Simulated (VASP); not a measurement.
# AgCl (Pm-3m) in VASP: notebook

AgCl is run at these levels: PBEsol; tasks: single point.

All numbers are computed with VASP 6.6.1; they aren't measurements. Logs are shortened: lines on timing, memory, paths and dates and some standing lists are left out, and cuts for length are marked.

**1. The cell of the first run**

Symmetry: Pm-3m, No. 221, cubic system. The conventional cell has a = 3.388 Å, b = 3.388 Å, c = 3.388 Å, α = 90.00°, β = 90.00°, γ = 90.00°. Within 3.9 Å of Ag (site symmetry m-3m) lie 8 Cl at 2.93 Å and 6 Ag at 3.39 Å. Within 3.9 Å of Cl (site symmetry m-3m) lie 8 Ag at 2.93 Å and 6 Cl at 3.39 Å.

**2. Single point, PBEsol (volume scaled by 0.96)**

INCAR

```
  PREC = Accurate
  ENCUT = 520
  EDIFF = 1E-6
  ISMEAR = -1
  SIGMA = 0.01
  LREAL = False
  LASPH = True
  NELM = 60
  ALGO = Normal
  ISIF = 2
  LWAVE = False
  LCHARG = False
  GGA = PS
  NBANDS = 16
```

KPOINTS

```
Automatic mesh
0
Gamma
  9 9 9
```

POSCAR

```
AgCl
1.0
    3.3875622702      0.0000000000      0.0000000000
    0.0000000000      3.3875622702      0.0000000000
    0.0000000000      0.0000000000      3.3875622702
Ag Cl
1 1
Direct
    0.0000000000      0.0000000000      0.0000000000
    0.5000000000      0.5000000000      0.5000000000
```

Potentials or basis: VASP PAW PBE potentials, release 64 (Ag, Cl).

Run with:

```bash
$ cat potpaw_PBE.64/Ag/POTCAR potpaw_PBE.64/Cl/POTCAR > POTCAR
$ mpirun -np 1 vasp_std > vasp.out
```

OUTCAR:

```text
PREC = Accurate
   ENCUT = 520
   EDIFF = 1E-6
   ISMEAR = -1
   LREAL = False
   LASPH = True
   NELM = 60
   ISIF = 2
   GGA = PS

 ion  position               nearest neighbor table
   1  0.000  0.000  0.000-   2 2.93   2 2.93   2 2.93   2 2.93   2 2.93   2 2.93   2 2.93   2 2.93

   2  0.500  0.500  0.500-   1 2.93   1 2.93   1 2.93   1 2.93   1 2.93   1 2.93   1 2.93   1 2.93

  LATTYP: Found a simple cubic cell.
 ALAT       =     3.3875622702

  Lattice vectors:

 A1 = (   3.3875622702,   0.0000000000,   0.0000000000)
 A2 = (   0.0000000000,   3.3875622702,   0.0000000000)
 A3 = (   0.0000000000,   0.0000000000,   3.3875622702)

Analysis of symmetry for initial positions (statically):
=====================================================================
 Subroutine PRICEL returns:
 Original cell was already a primitive cell.

 Routine SETGRP: Setting up the symmetry group for a
 simple cubic supercell.

 Subroutine GETGRP returns: Found 48 space group operations
 (whereof 48 operations were pure point group operations)
 out of a pool of 48 trial point group operations.

The static configuration has the point symmetry O_h .

Analysis of symmetry for dynamics (positions and initial velocities):
=====================================================================
 Subroutine PRICEL returns:
 Original cell was already a primitive cell.

 Routine SETGRP: Setting up the symmetry group for a
 simple cubic supercell.

 Subroutine GETGRP returns: Found 48 space group operations
 (whereof 48 operations were pure point group operations)
 out of a pool of 48 trial point group operations.

The dynamic configuration has the point symmetry O_h .

 Subroutine INISYM returns: Found 48 space group operations
 (whereof 48 operations are pure point group operations),
 and found     1 'primitive' translations

----------------------------------------------------------------------------------------

                                     Primitive cell

  volume of cell :      38.8742

  direct lattice vectors                    reciprocal lattice vectors
     3.387562270  0.000000000  0.000000000     0.295197526  0.000000000  0.000000000
     0.000000000  3.387562270  0.000000000     0.000000000  0.295197526  0.000000000
     0.000000000  0.000000000  3.387562270     0.000000000  0.000000000  0.295197526

  length of vectors
     3.387562270  3.387562270  3.387562270     0.295197526  0.295197526  0.295197526

  position of ions in fractional coordinates (direct lattice)
     0.000000000  0.000000000  0.000000000
     0.500000000  0.500000000  0.500000000

  ion indices of the primitive-cell ions
   primitive index   ion index
                 1           1
                 2           2

----------------------------------------------------------------------------------------

 KPOINTS: Automatic mesh

Automatic generation of k-mesh.
 Grid dimensions read from file:
 generate k-points for:    9    9    9

 Generating k-lattice:

  Cartesian coordinates                     Fractional coordinates (reciprocal lattice)
     0.032799725  0.000000000  0.000000000     0.111111111  0.000000000  0.000000000
     0.000000000  0.032799725  0.000000000     0.000000000  0.111111111  0.000000000
     0.000000000  0.000000000  0.032799725     0.000000000  0.000000000  0.111111111

  Length of vectors
     0.032799725  0.032799725  0.032799725

  Shift w.r.t. Gamma in fractional coordinates (k-lattice)
     0.000000000  0.000000000  0.000000000

 Subroutine IBZKPT returns following result:
 ===========================================

 Found     35 irreducible k-points:

 Following reciprocal coordinates:
            Coordinates               Weight
  0.000000  0.000000  0.000000      1.000000
  0.111111  0.000000  0.000000      6.000000
  0.222222  0.000000  0.000000      6.000000
  0.333333  0.000000  0.000000      6.000000
  0.444444  0.000000  0.000000      6.000000
  0.111111  0.111111  0.000000     12.000000
[... 16 lines left out ...]
  0.333333  0.333333  0.111111     24.000000
  0.444444  0.333333  0.111111     48.000000
 [... further k-points ...]
   k-points           NKPTS =     35   k-points in BZ     NKDIM =     35   number of bands    NBANDS=     16
   number of dos      NEDOS =    301   number of ions     NIONS =      2
   total plane-waves  NPLWV =  21952
   dimension x,y,z NGX =    28 NGY =   28 NGZ =   28
   dimension x,y,z NGXF=    56 NGYF=   56 NGZF=   56
   ions per type =               1   1
   NGX,Y,Z   is equivalent  to a cutoff of  13.74, 13.74, 13.74 a.u.
   NGXF,Y,Z  is equivalent  to a cutoff of  27.48, 27.48, 27.48 a.u.
 SYSTEM =  unknown system
   PREC   = accura    normal or accurate (medium, high low for compatibility)
   ISTART =      0    job   : 0-new  1-cont  2-samecut
   ICHARG =      2    charge: 1-file 2-atom 10-const
   ISPIN  =      1    spin polarized calculation?
   LNONCOLLINEAR =      F non collinear calculations
   LSORBIT =      F    spin-orbit coupling
   LASPH  =      T    aspherical Exc in radial PAW
   ENCUT  =  520.0 eV  38.22 Ry    6.18 a.u.   6.30  6.30  6.30*2*pi/ulx,y,z
   NELM   =     60;   NELMIN=  2; NELMDL= -5     # of ELM steps
   EDIFF  = 0.1E-05   stopping-criterion for ELM
   LREAL  =      F    real-space projection
   EDIFFG = 0.1E-04   stopping-criterion for IOM
   NSW    =      0    number of steps for IOM
   IBRION =     -1    ionic relax: 0-MD 1-quasi-New 2-CG
   NFREE  =      0    steps in history (QN), initial steepest desc. (CG)
   ISIF   =      2    stress and relaxation
   ISYM   =      2    0-nonsym 1-usesym 2-fastsym
   POTIM  = 0.5000    time-step for ionic-motion
   TEBEG  =    0.0;   TEEND  =   0.0 temperature during run
   PSTRESS=    0.0 pullay stress
   NELECT =      18.0000    total number of electrons
   NUPDOWN=      -1.0000    fix difference up-down
   EMIN   =  10.00;   EMAX   =-10.00  energy-range for DOS
   EFERMI =   0.00;   METHOD = LEGACY
   ISMEAR =    -1;   SIGMA  =   0.01  broadening in eV -4-tet -1-fermi 0-gaus
   EFERMI_NEDOS =   21; number of points for ismear=-14 and -15
   IALGO  =     38    algorithm
   IMIX   =      4    mixing-type and parameters
     AMIX     =   0.40;   BMIX     =  1.00
     AMIX_MAG =   1.60;   BMIX_MAG =  1.00
  volume/ion in A,a.u.               =      19.44       131.17
  Fermi-wavevector in a.u.,A,eV,Ry     =   1.266519  2.393374 21.824703  1.604070
  Thomas-Fermi vector in A             =   2.399715
   LORBIT       =      0    0 simple, 1 ext, 2 COOP (PROOUT), +10 PAW based schemes
   GGA     = PS    functional components
   LHFCALC =     F    Hartree Fock is set to
   AEXX    =    0.0000 exact exchange contribution
   IVDW    =     0    specifies the selected vdW correction
   LEPSILON=     F    determine dielectric tensor
   LRPA    =     F    only Hartree local field effects (RPA)
 non-spin polarized calculation
  energy-cutoff  :      520.00
  volume of cell :       38.87
 maximum number of plane-waves:      1058
 NGX is ok and might be reduce to    28
   NGX = 13   NGY = 13   NGZ = 13

 number of electron      18.0000000 magnetization

 Free energy of the ion-electron system (eV)
  ---------------------------------------------------
  ext. energy  EPLUGINS =         0.00000000
  ---------------------------------------------------
  free energy    TOTEN  =        -5.80285709 eV

  energy without entropy =       -5.80285709  energy(sigma->0) =       -5.80285709

 E-fermi :   4.5147     XC(G=0): -10.8353

 val. band max:        4.2743244967   @ k =   0.4444   0.0000   0.0000
 cond. band min:       4.7309590274   @ k =   0.0000   0.0000   0.0000
 fundamental gap:      0.4566345307
 Fermi energy:         4.5146749390

 k-point     1 :       0.0000    0.0000    0.0000
  band No.  band energies     occupation
      1     -10.5250      2.00000
      2       1.3740      2.00000
      3       1.3740      2.00000
      4       2.4181      2.00000
      5       2.4181      2.00000
      6       2.4181      2.00000
[... 8 lines left out ...]
     15      18.1122      0.00000
     16      20.7924      0.00000

 k-point     2 :       0.1111    0.0000    0.0000
  band No.  band energies     occupation
      1     -10.4688      2.00000
      2       1.1951      2.00000
      3       1.3932      2.00000
      4       2.0525      2.00000
      5       2.0525      2.00000
      6       2.2460      2.00000
[... 8 lines left out ...]
     15      17.7406      0.00000
     16      20.7359      0.00000

 k-point     3 :       0.2222    0.0000    0.0000
  band No.  band energies     occupation
      1     -10.3202      2.00000
      2       0.3585      2.00000
      3       1.4424      2.00000
      4       1.6741      2.00000
      5       1.6741      2.00000
      6       2.2397      2.00000
[... 8 lines left out ...]
     15      17.8278      0.00000
     16      20.5945      0.00000

 k-point     4 :       0.3333    0.0000    0.0000
  band No.  band energies     occupation
      1     -10.1381      2.00000
      2      -0.5349      2.00000
      3       1.4027      2.00000
      4       1.4027      2.00000
      5       1.4994      2.00000
      6       2.4606      2.00000
[... 8 lines left out ...]
     15      19.3956      0.00000
     16      20.4368      0.00000
[... 324 lines left out ...]
 k-point    22 :       0.4444    0.2222    0.1111
  band No.  band energies     occupation
      1      -9.8351      2.00000
      2      -0.5030      2.00000
      3       0.8073      2.00000
      4       1.6775      2.00000
      5       1.7715      2.00000
      6       2.2519      2.00000
[... 8 lines left out ...]
     15      18.3981      0.00000
     16      21.8108      0.00000

 k-point    23 :       0.3333    0.3333    0.1111
  band No.  band energies     occupation
      1      -9.8078      2.00000
      2       0.0647      2.00000
      3       0.5261      2.00000
      4       1.5708      2.00000
      5       1.8862      2.00000
      6       2.2265      2.00000
[... 8 lines left out ...]
     15      18.1506      0.00000
     16      21.0408      0.00000

 k-point    24 :       0.4444    0.3333    0.1111
  band No.  band energies     occupation
      1      -9.7160      2.00000
      2      -0.0909      2.00000
      3       0.5123      2.00000
      4       1.7464      2.00000
      5       1.9207      2.00000
      6       2.1360      2.00000
[... 8 lines left out ...]
     15      18.3853      0.00000
     16      20.4447      0.00000

 [... further k-points ...]
[... 5 lines left out ...]
  --------------------------------------------------------------------------------------
  -------------------------------------------------------------------------------------
  Total       -0.7138809     -0.7138809     -0.7138809     -0.0000000     -0.0000000      0.0000000
  in kB      -29.4221563    -29.4221563    -29.4221563     -0.0000000     -0.0000000      0.0000000
  external PRESSURE =     -29.4221563 kB  Pullay stress =       0.0000000 kB

 VOLUME and BASIS-vectors are now :
 -----------------------------------------------------------------------------
  energy-cutoff  :      520.00
  volume of cell :       38.87
      direct lattice vectors                 reciprocal lattice vectors
     3.387562270  0.000000000  0.000000000     0.295197526  0.000000000  0.000000000
     0.000000000  3.387562270  0.000000000     0.000000000  0.295197526  0.000000000
     0.000000000  0.000000000  3.387562270     0.000000000  0.000000000  0.295197526

 POSITION                                       TOTAL-FORCE (eV/Angst)
 -----------------------------------------------------------------------------------
      0.00000      0.00000      0.00000         0.000000      0.000000      0.000000
      1.69378      1.69378      1.69378         0.000000      0.000000      0.000000
 -----------------------------------------------------------------------------------
    total drift:                               -0.000000      0.000000      0.000000

  FREE ENERGIE OF THE ION-ELECTRON SYSTEM (eV)
  ---------------------------------------------------
  free  energy   TOTEN  =        -5.8028570912 eV

  energy  without entropy=       -5.8028570912  energy(sigma->0) =       -5.80285709
```

Run time: 15 s. Hardware: 1 thread of AMD EPYC 7R43 (Zen 3), shared host; peak memory 0.13 GiB.

Results:

```
Free energy            : -5.8029 eV
Pressure               : -2.9 GPa
Band gap on the k mesh : 0.46 eV, indirect (least direct gap 2.08 eV)
```

Levels at points of the mesh, in eV from the valence-band top:
```tsv
k point	band 6	band 7	band 8	band 9	band 10	band 11	band 12	band 13
(0.00, 0.00, 0.00)	-1.86	-1.62	-1.62	-1.62	0.46	9.28	9.28	13.84
```

Caveat: the PAW data sets were made with another functional, which shifts forces and pressure a little. A k mesh can miss the band edges.

**3. Single point, PBEsol (volume scaled by 0.975)**

INCAR

```
SYSTEM = AgCl
ALGO = Normal
EDIFF = 1E-7
ENCUT = 520
GGA = PS
ISIF = 2
ISMEAR = -1
LASPH = .TRUE.
LCHARG = .FALSE.
LREAL = .FALSE.
LWAVE = .FALSE.
NBANDS = 16
NELM = 60
PREC = Accurate
SIGMA = 0.01
```

KPOINTS

```
k-points
0
G
  9 9 9
  0 0 0
```

POSCAR

```
AgCl
1.0
    3.4051147197      0.0000000000      0.0000000000
    0.0000000000      3.4051147197      0.0000000000
    0.0000000000      0.0000000000      3.4051147197
Ag Cl
1 1
Direct
    0.0000000000      0.0000000000      0.0000000000
    0.5000000000      0.5000000000      0.5000000000
```

Potentials or basis: VASP PAW PBE potentials, release 64 (Ag, Cl).

Run with:

```bash
$ cat potpaw_PBE.64/Ag/POTCAR potpaw_PBE.64/Cl/POTCAR > POTCAR
$ mpirun -np 1 vasp_std > vasp.out
```

OUTCAR:

```text
SYSTEM = AgCl
   EDIFF = 1E-7
   ENCUT = 520
   GGA = PS
   ISIF = 2
   ISMEAR = -1
   LASPH = .TRUE.
   LREAL = .FALSE.
   NELM = 60
   PREC = Accurate

 ion  position               nearest neighbor table
   1  0.000  0.000  0.000-   2 2.95   2 2.95   2 2.95   2 2.95   2 2.95   2 2.95   2 2.95   2 2.95

   2  0.500  0.500  0.500-   1 2.95   1 2.95   1 2.95   1 2.95   1 2.95   1 2.95   1 2.95   1 2.95

  LATTYP: Found a simple cubic cell.
 ALAT       =     3.4051147197

  Lattice vectors:

 A1 = (   3.4051147197,   0.0000000000,   0.0000000000)
 A2 = (   0.0000000000,   3.4051147197,   0.0000000000)
 A3 = (   0.0000000000,   0.0000000000,   3.4051147197)

Analysis of symmetry for initial positions (statically):
=====================================================================
 Subroutine PRICEL returns:
 Original cell was already a primitive cell.

 Routine SETGRP: Setting up the symmetry group for a
 simple cubic supercell.

 Subroutine GETGRP returns: Found 48 space group operations
 (whereof 48 operations were pure point group operations)
 out of a pool of 48 trial point group operations.

The static configuration has the point symmetry O_h .
[... 160 lines left out ...]

 E-fermi :   4.3203     XC(G=0): -10.7523

 val. band max:        4.0755690826   @ k =   0.4444   0.0000   0.0000
 cond. band min:       4.5255330577   @ k =   0.0000   0.0000   0.0000
 fundamental gap:      0.4499639751
 Fermi energy:         4.3203453233

 k-point     1 :       0.0000    0.0000    0.0000
  band No.  band energies     occupation
      1     -10.6238      2.00000
      2       1.2442      2.00000
      3       1.2442      2.00000
      4       2.2547      2.00000
      5       2.2547      2.00000
      6       2.2547      2.00000
[... 433 lines left out ...]
      3       0.4097      2.00000
      4       1.6071      2.00000
      5       1.7788      2.00000
      6       1.9779      2.00000
[... 8 lines left out ...]
     15      18.1442      0.00000
     16      20.1391      0.00000

 [... further k-points ...]

------------------------ aborting loop because EDIFF is reached ----------------------------------------

  FORCE on cell =-STRESS in cart. coord.  units (eV):
  Direction    XX          YY          ZZ          XY          YZ          ZX
  --------------------------------------------------------------------------------------
  -------------------------------------------------------------------------------------
  Total       -0.9017040     -0.9017040     -0.9017040     -0.0000000     -0.0000000      0.0000000
  in kB      -36.5914274    -36.5914274    -36.5914274     -0.0000000     -0.0000000      0.0000000
  external PRESSURE =     -36.5914274 kB  Pullay stress =       0.0000000 kB

 VOLUME and BASIS-vectors are now :
 -----------------------------------------------------------------------------
  energy-cutoff  :      520.00
  volume of cell :       39.48
      direct lattice vectors                 reciprocal lattice vectors
     3.405114720  0.000000000  0.000000000     0.293675862  0.000000000  0.000000000
     0.000000000  3.405114720  0.000000000     0.000000000  0.293675862  0.000000000
     0.000000000  0.000000000  3.405114720     0.000000000  0.000000000  0.293675862

 POSITION                                       TOTAL-FORCE (eV/Angst)
 -----------------------------------------------------------------------------------
      0.00000      0.00000      0.00000         0.000000      0.000000      0.000000
      1.70256      1.70256      1.70256         0.000000      0.000000      0.000000
 -----------------------------------------------------------------------------------
    total drift:                                0.000000      0.000000      0.000000

  FREE ENERGIE OF THE ION-ELECTRON SYSTEM (eV)
  ---------------------------------------------------
  free  energy   TOTEN  =        -5.7906759080 eV

  energy  without entropy=       -5.7906759080  energy(sigma->0) =       -5.79067591
```

stdout:

```text
POSCAR found type information on POSCAR AgCl
 POSCAR found :  2 types and       2 ions
 scaLAPACK will be used
 -----------------------------------------------------------------------------
|                                                                             |
|                                                                             |
|     You enforced a specific xc type in the INCAR file but a different       |
|     I HOPE YOU KNOW WHAT YOU ARE DOING!                                     |
|                                                                             |
 -----------------------------------------------------------------------------

 LDA part: xc-table for (Slater+PW92), standard interpolation
 POSCAR, INCAR and KPOINTS ok, starting setup
 FFT: planning ... GRIDC
 FFT: planning ... GRID_SOFT
 FFT: planning ... GRID
 WAVECAR not read
 entering main loop
```

Wall time 17 s (1 thread of AMD EPYC 7R43 (Zen 3), shared host); peak memory 0.13 GiB.

What came out:

```
Free energy            : -5.7907 eV
Pressure               : -3.7 GPa
Band gap on the k mesh : 0.45 eV, indirect (least direct gap 2.02 eV)
```

Caveat: the PAW data sets were made with another functional, which shifts forces and pressure a little. A k mesh can miss the band edges.

**4. Single point, PBEsol (volume scaled by 1.01)**

INCAR

```
PREC = Accurate
ENCUT = 520
EDIFF = 1E-6
ISMEAR = -1
SIGMA = 0.01
LREAL = False
LASPH = True
NELM = 80
ALGO = Normal
ISIF = 2
LWAVE = False
LCHARG = False
GGA = PS
NBANDS = 16
```

KPOINTS

```
Automatic mesh
0
Gamma
  9 9 9
```

POSCAR

```
AgCl
1.0
    3.4453816320      0.0000000000      0.0000000000
    0.0000000000      3.4453816320      0.0000000000
    0.0000000000      0.0000000000      3.4453816320
Ag Cl
1 1
Direct
    0.0000000000      0.0000000000      0.0000000000
    0.5000000000      0.5000000000      0.5000000000
```

Run with:

```bash
$ cat potpaw_PBE.64/Ag/POTCAR potpaw_PBE.64/Cl/POTCAR > POTCAR
$ mpirun -np 1 vasp_std > vasp.out
```

It took 14 s on 1 thread of AMD EPYC 7R43 (Zen 3), shared host; peak memory 0.13 GiB.

It converged, with:

```
Free energy            : -5.7526 eV
Pressure               : -5.1 GPa
Band gap on the k mesh : 0.44 eV, indirect (least direct gap 1.90 eV)
```

Levels at points of the mesh, in eV from the valence-band top:
```tsv
k point	band 5	band 6	band 7	band 8	band 9	band 10	band 11	band 12	band 13	band 14
(0.00, 0.00, 0.00)	-1.75	-1.75	-1.46	-1.46	-1.46	0.44	9.34	9.34	13.45	13.45
```

Caveat: the PAW data sets were made with another functional, which shifts forces and pressure a little.

**5. Summary**

```csv
cell,gap on the mesh (eV),pressure (GPa)
"a = 3.388 Å, 2 atoms",0.46,-2.9
"a = 3.405 Å, 2 atoms",0.45,-3.7
"a = 3.445 Å, 2 atoms",0.44,-5.1
```

Alike in all rows: task single point; level PBEsol; potentials or basis VASP PAW PBE potentials, release 64 (Ag, Cl); no spin polarisation; k mesh 9 × 9 × 9; cutoff (eV) 520; smearing fermi-dirac 0.01 eV.

Caveats: the PAW data sets were made with another functional, which shifts forces and pressure a little.

Absolute energies hang on the potentials; compare differences alone.
